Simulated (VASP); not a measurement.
A run of VASP 6.6.1 is set up as follows.

The input INCAR:

```
PREC = Accurate
ENCUT = 400
EDIFF = 1E-6
ISMEAR = 0
SIGMA = 0.1
LREAL = F
LASPH = T
NELM = 120
ALGO = Normal
ISIF = 2
LWAVE = F
LCHARG = F
LDIPOL = T
IDIPOL = 3
DIPOL = 0.5 0.5 0.486
GGA = PS
NBANDS = 38
GGA_COMPAT = F
NELMDL = -8
```

The input KPOINTS:

```
Automatic mesh
0
Gamma
  9 9 1
```

The input POSCAR:

```
Mo3P3H
1.0
    3.1741350969      0.0000000000      0.0000000000
    0.0000000000      3.2062346803      0.0000000000
    0.0000000000      0.0000000000     25.4789215952
Mo P H
3 3 1
Direct
    0.0000000000      0.5000000000      0.3336090960
    0.0000000000      0.0000000000      0.4425886174
    0.0000000000      0.5000000000      0.5501261364
    0.5000000000      0.0000000000      0.3699356032
    0.5000000000      0.5000000000      0.4792943049
    0.5000000000      0.0000000000      0.5907329554
    0.5000000000      0.0000000000      0.6351948239
```

Potentials or basis: VASP PAW PBE potentials, release 64 (Mo_sv, P, H).

Run with:

```bash
$ cat potpaw_PBE.64/Mo_sv/POTCAR potpaw_PBE.64/P/POTCAR potpaw_PBE.64/H/POTCAR > POTCAR
$ mpirun -np 1 vasp_std > vasp.out
```

Q: Estimate the largest force.

A: 12.137 eV/Å.

Q: Estimate the band gap on the k mesh.

A: Zero (bands 29 and 30 overlap by 0.96 eV).

Forces on the atoms (eV/Å):
```
Mo    0.000   0.000   1.958
Mo    0.000   0.000  -0.238
Mo    0.000   0.000  -0.493
P     0.000   0.000  -1.728
P     0.000   0.000  -0.259
P     0.000   0.000 -11.377
H     0.000   0.000  12.137
```

Caveat: the PAW data sets were made with another functional, which shifts forces and pressure a little.
